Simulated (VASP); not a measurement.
A run of VASP 6.6.1 is set up as follows.

The input INCAR:

```
PREC = Accurate
ENCUT = 520
EDIFF = 1E-6
ISMEAR = 0
SIGMA = 0.15
LREAL = F
LASPH = T
NELM = 60
ALGO = Normal
ISIF = 2
LWAVE = F
LCHARG = F
GGA = PE
NBANDS = 8
```

The input KPOINTS:

```
regular mesh
0
Gamma
  20 20 20
```

The input POSCAR:

```
Al
1.0
    0.0000000000      1.9430208000      1.8620616000
    1.9430208000      0.0000000000      1.8620616000
    1.9430208000      1.9430208000      0.0000000000
Al
1
Direct
    0.0000000000      0.0000000000      0.0000000000
```

Potentials or basis: VASP PAW PBE potentials, release 64 (Al).

Command:

```sh
$ cat potpaw_PBE.64/Al/POTCAR > POTCAR
$ mpirun -np 1 vasp_std > vasp.out
```

Predict the band gap on the k mesh.

zero (an odd number of electrons rules out a gap without spin polarisation).

What does it give for the pressure?

17.9 GPa.

Stress tensor (GPa, compression positive):
```
16.41  0.00  0.00
 0.00 16.41  0.00
 0.00  0.00 20.86
```

Caveat: the cell differs from its parent crystal (strain -0.040 along x and y, -0.080 along z); the cell stands under pressure.
